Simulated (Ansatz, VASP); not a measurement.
ZnCd3SO: VASP beside Ansatz

```
Zn Cd S O
1.0
     5.14352    0.00000    0.00000
    -2.57176    4.45442    0.00000
     0.00000    0.00000    8.67234
Zn Cd S O
1 3 1 1
Direct
  0.00000 0.00000 0.85353
  0.00000 0.00000 0.15054
  0.33333 0.66667 0.19878
  0.66667 0.33333 0.19878
  0.00000 0.00000 0.59704
  0.00000 0.00000 0.41075
```

Alike in both runs: task single point; functional PBE; k mesh 6 × 6 × 2; occupations gaussian, width 0.1 eV; collinear spin.

|  | VASP | Ansatz |
| --- | --- | --- |
| version | VASP 6.6.1 | Ansatz 0.2.0 |
| potentials or method | VASP PAW PBE potentials, release 64 (Zn, Cd, S, O), cutoff 520 eV | scalar-relativistic, plane waves, PAW |
| valence electrons in the cell | 60 | 84 |

VASP gave:

* gap on the k mesh at the Fermi level (eV): none
* pressure (GPa): 0.2
* traceless stress, the component that is largest in VASP (GPa): -0.09
* rms of the force components (eV/Å): 0.057
* net moment per atom (μB): 0.06
* size of the moment on the site where the two differ most (μB): 0.16

What did Ansatz give for the same quantities?

gap on the k mesh at the Fermi level (eV): none; pressure (GPa): 0.1; traceless stress, the component that is largest in VASP (GPa): -0.09; rms of the force components (eV/Å): 0.021; net moment per atom (μB): 0.06; size of the moment on the site where the two differ most (μB): 0.07.

Site moments also hang on the region over which each program counts them. Atom by atom the forces differ by 0.038 eV/Å (rms over components). A gap of «none» marks a metal or a gap that the smearing closes. VASP's potentials hold 60 valence electrons a cell and Ansatz's 84, so a difference there can come from the potentials and not from the codes.

The k mesh is coarse, so the values compare programs but aren't converged.
